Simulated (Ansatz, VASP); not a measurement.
# One calculation of Ti, two programs

```
Ti
1.0
     3.06861    0.00000    0.00000
    -1.53431    2.65750    0.00000
     0.00000    0.00000    9.81963
Ti
4
Direct
  0.00000 0.00000 0.00000
  0.00000 0.00000 0.50000
  0.33333 0.66667 0.25000
  0.66667 0.33333 0.75000
```

Alike in both runs: task single point; functional revPBE; k mesh 14 × 14 × 4; occupations fermi-dirac, width 0.1 eV; no spin polarisation.

|  | VASP | Ansatz |
| --- | --- | --- |
| version | VASP 6.6.1 | Ansatz 0.2.0 |
| potentials or method | VASP PAW PBE potentials, release 64 (Ti_sv), cutoff 520 eV | plane waves (420 eV) with PAW, scalar-relativistic |
| valence electrons in the cell | 48 | 48 |

|  | VASP | Ansatz | Ansatz less VASP |
| --- | --- | --- | --- |
| pressure (GPa) | -9.8 | -9.6 | +0.11 |
| traceless stress, the component that is largest in VASP (GPa) | 0.07 | 0.08 | +0.010 |

VASP's potentials were made for PBE, not for revPBE.
